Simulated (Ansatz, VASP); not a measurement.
B12N11: VASP beside Ansatz

```
B N
1.0
    -3.72436    3.57755   -3.28567
     3.72345    3.57761   -3.28456
    -0.00099   -1.42204   -6.56036
B N
12 11
Direct
  0.16480 0.83262 0.50243
  0.58729 0.89826 0.25940
  0.83372 0.16374 0.50252
  0.51547 0.51436 0.48610
  0.24960 0.24856 0.25245
  0.00131 0.00025 0.00191
  0.74628 0.74523 0.74836
  0.66673 0.32686 0.00275
  0.41867 0.08773 0.74698
  0.89914 0.58611 0.25900
  0.32786 0.66567 0.00268
  0.08877 0.41759 0.74684
  0.33711 0.99384 0.33748
  0.74945 0.07231 0.09174
  0.99490 0.33601 0.33740
  0.41579 0.41474 0.08390
  0.16858 0.16752 0.83434
  0.91499 0.91390 0.58544
  0.83512 0.49503 0.83263
  0.58740 0.25913 0.57790
  0.07325 0.74832 0.09152
  0.49609 0.83407 0.83276
  0.26021 0.58625 0.57762
```

Alike in both runs: functional PBE; dispersion D3(BJ); k mesh 4 × 4 × 4; occupations gaussian, width 0.1 eV; no spin polarisation.

Ansatz relaxed the structure, and its values are those at the end. VASP's run is a single point on that final structure, the one shown.

|  | VASP | Ansatz |
| --- | --- | --- |
| version | VASP 6.6.1 | Ansatz 0.2.0 |
| potentials or method | VASP PAW PBE potentials, release 64 (B, N), cutoff 520 eV | scalar-relativistic, plane waves, PAW |
| valence electrons in the cell | 91 | 91 |

|  | VASP | Ansatz | Ansatz less VASP |
| --- | --- | --- | --- |
| gap on the k mesh at the Fermi level (eV) | none | none | - |
| pressure (GPa) | 0.0 | -0.1 | -0.06 |
| rms of the force components (eV/Å) | 0.012 | 0.012 | 0.0000 |

A gap of «none» marks a metal or a gap that the smearing closes.
